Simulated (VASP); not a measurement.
# Li2H (Pmmn) in VASP: notebook

Runs on Li2H. Level: PBE. Tasks: single point, relaxation of cell and atoms.

All numbers are computed with VASP 6.6.1; they aren't measurements. Logs are shortened: lines on timing, memory, paths and dates and some standing lists are left out, and cuts for length are marked.

### Step 1. The cell of the first run

It takes space group Pmmn (No. 59, orthorhombic). The conventional cell has a = 2.823 Å, b = 4.177 Å, c = 5.985 Å, α = 90.00°, β = 90.00°, γ = 90.00°. Within 2.5 Å of Li (site symmetry mm2) lie 4 H at 1.92 to 2.09 Å. Within 3.1 Å of Li (site symmetry mm2) lie 2 H at 2.03 Å and 11 Li at 2.75 to 3.07 Å. Within 2.5 Å of H (site symmetry mm2) lie 6 Li at 1.92 to 2.09 Å.

### Step 2. Single point, PBE

Contents of INCAR:

```
SYSTEM = Li2H
ALGO = Normal
EDIFF = 1E-7
ENCUT = 520
GGA = PE
ISIF = 2
ISMEAR = 0
LASPH = .TRUE.
LCHARG = .FALSE.
LREAL = .FALSE.
LWAVE = .FALSE.
NBANDS = 16
NELM = 100
PREC = Accurate
SIGMA = 0.1
```

Contents of KPOINTS:

```
k-points
0
G
  14 10 6
  0 0 0
```

Contents of POSCAR:

```
Li2H
1.0
    2.8228844800      0.0000000000      0.0000000000
    0.0000000000      4.1771411913      0.0000000000
    0.0000000000      0.0000000000      5.9846489786
Li H
4 2
Direct
    0.5000000000      0.0000000000      0.3933023466
    0.0000000000      0.5000000000      0.1468004337
    0.5000000000      0.0000000000      0.8531995663
    0.0000000000      0.5000000000      0.6066976534
    0.5000000000      0.5000000000      0.3898066524
    0.0000000000      0.0000000000      0.6101933476
```

Potentials or basis: VASP PAW PBE potentials, release 64 (Li_sv, H).

Launch:

```console
$ cat potpaw_PBE.64/Li_sv/POTCAR potpaw_PBE.64/H/POTCAR > POTCAR
$ mpirun -np 1 vasp_std > vasp.out
```

OUTCAR:

```text
SYSTEM = Li2H
   EDIFF = 1E-7
   ENCUT = 520
   GGA = PE
   ISIF = 2
   ISMEAR = 0
   LASPH = .TRUE.
   LREAL = .FALSE.
   NELM = 100
   PREC = Accurate

 ion  position               nearest neighbor table
   1  0.500  0.000  0.393-
   2  0.000  0.500  0.147-
   3  0.500  0.000  0.853-
   4  0.000  0.500  0.607-
   5  0.500  0.500  0.390-
   6  0.000  0.000  0.610-

  LATTYP: Found a simple orthorhombic cell.
 ALAT       =     2.8228844800
 B/A-ratio  =     1.4797421648
 C/A-ratio  =     2.1200474270

  Lattice vectors:

 A1 = (   2.8228844800,   0.0000000000,   0.0000000000)
 A2 = (   0.0000000000,   4.1771411913,   0.0000000000)
 A3 = (   0.0000000000,   0.0000000000,   5.9846489786)

Analysis of symmetry for initial positions (statically):
=====================================================================
 Subroutine PRICEL returns:
 Original cell was already a primitive cell.

 Routine SETGRP: Setting up the symmetry group for a
 simple orthorhombic supercell.

 Subroutine GETGRP returns: Found  8 space group operations
 (whereof  4 operations were pure point group operations)
 out of a pool of  8 trial point group operations.

The static configuration has the point symmetry C_2v.
 The point group associated with its full space group is D_2h.

Analysis of symmetry for dynamics (positions and initial velocities):
=====================================================================
 Subroutine PRICEL returns:
 Original cell was already a primitive cell.

 Routine SETGRP: Setting up the symmetry group for a
 simple orthorhombic supercell.

 Subroutine GETGRP returns: Found  8 space group operations
 (whereof  4 operations were pure point group operations)
 out of a pool of  8 trial point group operations.

The dynamic configuration has the point symmetry C_2v.
 The point group associated with its full space group is D_2h.

 Subroutine INISYM returns: Found  8 space group operations
 (whereof  4 operations are pure point group operations),
 and found     1 'primitive' translations

----------------------------------------------------------------------------------------

                                     Primitive cell

  volume of cell :      70.5685

  direct lattice vectors                    reciprocal lattice vectors
     2.822884480  0.000000000  0.000000000     0.354247582  0.000000000  0.000000000
     0.000000000  4.177141191  0.000000000     0.000000000  0.239398180  0.000000000
     0.000000000  0.000000000  5.984648979     0.000000000  0.000000000  0.167094178

  length of vectors
     2.822884480  4.177141191  5.984648979     0.354247582  0.239398180  0.167094178

  position of ions in fractional coordinates (direct lattice)
     0.500000000  0.000000000  0.393302347
     0.000000000  0.500000000  0.146800434
     0.500000000  0.000000000  0.853199566
     0.000000000  0.500000000  0.606697653
     0.500000000  0.500000000  0.389806652
     0.000000000  0.000000000  0.610193348

  ion indices of the primitive-cell ions
   primitive index   ion index
                 1           1
                 2           2
                 3           3
                 4           4
                 5           5
                 6           6

----------------------------------------------------------------------------------------

 KPOINTS: k-points

Automatic generation of k-mesh.
 Grid dimensions read from file:
 generate k-points for:   14   10    6

 Generating k-lattice:

  Cartesian coordinates                     Fractional coordinates (reciprocal lattice)
     0.025303399  0.000000000  0.000000000     0.071428571  0.000000000  0.000000000
     0.000000000  0.023939818  0.000000000     0.000000000  0.100000000  0.000000000
     0.000000000  0.000000000  0.027849030     0.000000000  0.000000000  0.166666667

  Length of vectors
     0.025303399  0.023939818  0.027849030

  Shift w.r.t. Gamma in fractional coordinates (k-lattice)
     0.000000000  0.000000000  0.000000000

 Subroutine IBZKPT returns following result:
 ===========================================

 Found    192 irreducible k-points:

 Following reciprocal coordinates:
            Coordinates               Weight
  0.000000  0.000000  0.000000      1.000000
  0.071429  0.000000  0.000000      2.000000
  0.142857  0.000000  0.000000      2.000000
  0.214286  0.000000  0.000000      2.000000
  0.285714  0.000000  0.000000      2.000000
  0.357143  0.000000  0.000000      2.000000
[... 16 lines left out ...]
  0.428571  0.200000  0.000000      4.000000
  0.500000  0.200000  0.000000      2.000000
 [... further k-points ...]
   k-points           NKPTS =    192   k-points in BZ     NKDIM =    192   number of bands    NBANDS=     16
   number of dos      NEDOS =    301   number of ions     NIONS =      6
   total plane-waves  NPLWV =  36864
   dimension x,y,z NGX =    24 NGY =   32 NGZ =   48
   dimension x,y,z NGXF=    48 NGYF=   64 NGZF=   96
   ions per type =               4   2
   NGX,Y,Z   is equivalent  to a cutoff of  14.13, 12.74, 13.33 a.u.
   NGXF,Y,Z  is equivalent  to a cutoff of  28.27, 25.47, 26.67 a.u.
 SYSTEM =  Li2H
   PREC   = accura    normal or accurate (medium, high low for compatibility)
   ISTART =      0    job   : 0-new  1-cont  2-samecut
   ICHARG =      2    charge: 1-file 2-atom 10-const
   ISPIN  =      1    spin polarized calculation?
   LNONCOLLINEAR =      F non collinear calculations
   LSORBIT =      F    spin-orbit coupling
   LASPH  =      T    aspherical Exc in radial PAW
   ENCUT  =  520.0 eV  38.22 Ry    6.18 a.u.   5.25  7.77 11.13*2*pi/ulx,y,z
   NELM   =    100;   NELMIN=  2; NELMDL= -5     # of ELM steps
   EDIFF  = 0.1E-06   stopping-criterion for ELM
   LREAL  =      F    real-space projection
   EDIFFG = 0.1E-05   stopping-criterion for IOM
   NSW    =      0    number of steps for IOM
   IBRION =     -1    ionic relax: 0-MD 1-quasi-New 2-CG
   NFREE  =      0    steps in history (QN), initial steepest desc. (CG)
   ISIF   =      2    stress and relaxation
   ISYM   =      2    0-nonsym 1-usesym 2-fastsym
   POTIM  = 0.5000    time-step for ionic-motion
   TEBEG  =    0.0;   TEEND  =   0.0 temperature during run
   PSTRESS=    0.0 pullay stress
   NELECT =      14.0000    total number of electrons
   NUPDOWN=      -1.0000    fix difference up-down
   EMIN   =  10.00;   EMAX   =-10.00  energy-range for DOS
   EFERMI =   0.00;   METHOD = LEGACY
   ISMEAR =     0;   SIGMA  =   0.10  broadening in eV -4-tet -1-fermi 0-gaus
   EFERMI_NEDOS =   21; number of points for ismear=-14 and -15
   IALGO  =     38    algorithm
   IMIX   =      4    mixing-type and parameters
     AMIX     =   0.40;   BMIX     =  1.00
     AMIX_MAG =   1.60;   BMIX_MAG =  1.00
  volume/ion in A,a.u.               =      11.76        79.37
  Fermi-wavevector in a.u.,A,eV,Ry     =   0.954803  1.804316 12.403739  0.911649
  Thomas-Fermi vector in A             =   2.083583
   LORBIT       =      0    0 simple, 1 ext, 2 COOP (PROOUT), +10 PAW based schemes
   GGA     = PE    functional components
   LHFCALC =     F    Hartree Fock is set to
   AEXX    =    0.0000 exact exchange contribution
   IVDW    =     0    specifies the selected vdW correction
   LEPSILON=     F    determine dielectric tensor
   LRPA    =     F    only Hartree local field effects (RPA)
 non-spin polarized calculation
 Gauss-broadening in eV      SIGMA  =   0.10
  energy-cutoff  :      520.00
  volume of cell :       70.57
 maximum number of plane-waves:      1931
 NGX is ok and might be reduce to    24
   NGX = 11   NGY = 15   NGZ = 23

 number of electron      13.9999990 magnetization

 Free energy of the ion-electron system (eV)
  ---------------------------------------------------
  ext. energy  EPLUGINS =         0.00000000
  ---------------------------------------------------
  free energy    TOTEN  =       -15.84239531 eV

  energy without entropy =      -15.83867199  energy(sigma->0) =      -15.84053365

 E-fermi :   1.5627     XC(G=0):  -7.7954

 val. band max:        1.5511946800   @ k =   0.4286   0.2000   0.3333
 cond. band min:       1.5925620878   @ k =   0.1429   0.3000   0.3333
 fundamental gap:      0.0413674077
 Fermi energy:         1.5626520102

 k-point     1 :       0.0000    0.0000    0.0000
  band No.  band energies     occupation
      1     -45.0304      2.00000
      2     -44.9958      2.00000
      3     -44.9462      2.00000
      4     -44.9380      2.00000
      5      -5.3002      2.00000
      6      -2.6318      2.00000
[... 8 lines left out ...]
     15      10.9726      0.00000
     16      12.7162      0.00000

 k-point     2 :       0.0714    0.0000    0.0000
  band No.  band energies     occupation
      1     -45.0290      2.00000
      2     -44.9954      2.00000
      3     -44.9454      2.00000
      4     -44.9374      2.00000
      5      -5.2366      2.00000
      6      -2.5737      2.00000
[... 8 lines left out ...]
     15       9.9720      0.00000
     16      13.6766      0.00000

 k-point     3 :       0.1429    0.0000    0.0000
  band No.  band energies     occupation
      1     -45.0254      2.00000
      2     -44.9943      2.00000
      3     -44.9432      2.00000
      4     -44.9359      2.00000
      5      -5.0482      2.00000
      6      -2.4090      2.00000
[... 8 lines left out ...]
     15       9.8613      0.00000
     16      12.3393      0.00000

 k-point     4 :       0.2143    0.0000    0.0000
  band No.  band energies     occupation
      1     -45.0200      2.00000
      2     -44.9929      2.00000
      3     -44.9400      2.00000
      4     -44.9337      2.00000
      5      -4.7384      2.00000
      6      -2.1722      2.00000
[... 8 lines left out ...]
     15      10.2789      0.00000
     16      11.2488      0.00000

 k-point     5 :       0.2857    0.0000    0.0000
  band No.  band energies     occupation
      1     -45.0134      2.00000
      2     -44.9918      2.00000
      3     -44.9363      2.00000
      4     -44.9313      2.00000
      5      -4.3149      2.00000
      6      -1.9442      2.00000
[... 8 lines left out ...]
     15      10.4644      0.00000
     16      10.8816      0.00000

 k-point     6 :       0.3571    0.0000    0.0000
  band No.  band energies     occupation
      1     -45.0067      2.00000
      2     -44.9917      2.00000
      3     -44.9328      2.00000
      4     -44.9294      2.00000
      5      -3.7929      2.00000
      6      -1.8753      2.00000
[... 8 lines left out ...]
     15       9.9361      0.00000
     16      10.0105      0.00000
[... 267 lines left out ...]
 k-point    21 :       0.2857    0.2000    0.0000
  band No.  band energies     occupation
      1     -45.0111      2.00000
      2     -44.9936      2.00000
      3     -44.9360      2.00000
      4     -44.9320      2.00000
      5      -4.1547      2.00000
      6      -2.2538      2.00000
[... 8 lines left out ...]
     15       9.9277      0.00000
     16      11.1785      0.00000

 k-point    22 :       0.3571    0.2000    0.0000
  band No.  band energies     occupation
      1     -45.0051      2.00000
      2     -44.9929      2.00000
      3     -44.9326      2.00000
      4     -44.9298      2.00000
      5      -3.6590      2.00000
      6      -2.1218      2.00000
[... 8 lines left out ...]
     15       9.5485      0.00000
     16      10.8020      0.00000

 k-point    23 :       0.4286    0.2000    0.0000
  band No.  band energies     occupation
      1     -44.9999      2.00000
      2     -44.9936      2.00000
      3     -44.9299      2.00000
      4     -44.9285      2.00000
      5      -3.1169      2.00000
      6      -2.2326      2.00000
[... 8 lines left out ...]
     15       9.8406      0.00000
     16      10.4947      0.00000

 k-point    24 :       0.5000    0.2000    0.0000
  band No.  band energies     occupation
      1     -44.9959      2.00000
      2     -44.9959      2.00000
      3     -44.9285      2.00000
      4     -44.9285      2.00000
      5      -2.6019      2.00000
      6      -2.6019      2.00000
[... 8 lines left out ...]
     15      10.2516      0.00000
     16      10.2516      0.00000

 [... further k-points ...]
[... 5 lines left out ...]
  --------------------------------------------------------------------------------------
  -------------------------------------------------------------------------------------
  Total       -0.0722549     -0.0705679     -0.0599955      0.0000000      0.0000000      0.0000000
  in kB       -1.6404647     -1.6021635     -1.3621292      0.0000000      0.0000000      0.0000000
  external PRESSURE =      -1.5349191 kB  Pullay stress =       0.0000000 kB

 VOLUME and BASIS-vectors are now :
 -----------------------------------------------------------------------------
  energy-cutoff  :      520.00
  volume of cell :       70.57
      direct lattice vectors                 reciprocal lattice vectors
     2.822884480  0.000000000  0.000000000     0.354247582  0.000000000  0.000000000
     0.000000000  4.177141191  0.000000000     0.000000000  0.239398180  0.000000000
     0.000000000  0.000000000  5.984648979     0.000000000  0.000000000  0.167094178

 POSITION                                       TOTAL-FORCE (eV/Angst)
 -----------------------------------------------------------------------------------
      1.41144      0.00000      2.35378         0.000000      0.000000     -0.001498
      0.00000      2.08857      0.87855         0.000000      0.000000      0.001575
      1.41144      0.00000      5.10610         0.000000      0.000000     -0.001575
      0.00000      2.08857      3.63087         0.000000      0.000000      0.001498
      1.41144      2.08857      2.33286         0.000000      0.000000      0.005729
      0.00000      0.00000      3.65179         0.000000      0.000000     -0.005729
 -----------------------------------------------------------------------------------
    total drift:                                0.000000      0.000000     -0.000000

  FREE ENERGIE OF THE ION-ELECTRON SYSTEM (eV)
  ---------------------------------------------------
  free  energy   TOTEN  =       -15.8423953126 eV

  energy  without entropy=      -15.8386719896  energy(sigma->0) =      -15.84053365
```

It took 4.7 min on 1 thread of Intel Xeon 8259CL, shared host; peak memory 0.29 GiB.

Results:

```yaml
Free_energy: -15.8424 eV
Largest_force: 0.006 eV/Å
Band_gap_on_the_k_mesh: zero (bands 7 and 8 overlap by 4.25 eV)
```

Forces in eV/Å, atoms in the order of the input:
```
Li   0.000  0.000 -0.001
Li   0.000  0.000  0.002
Li   0.000  0.000 -0.002
Li   0.000  0.000  0.001
H    0.000  0.000  0.006
H    0.000  0.000 -0.006
```

Caveat: the cutoff is under 1.25 times the usual one of these potentials, so pressure, stress and relaxed cells hold a basis-set (Pulay) error.

(Continued in part 2 of 2.)

The gap in the log of VASP goes by the Fermi energy; the results here count the filled bands.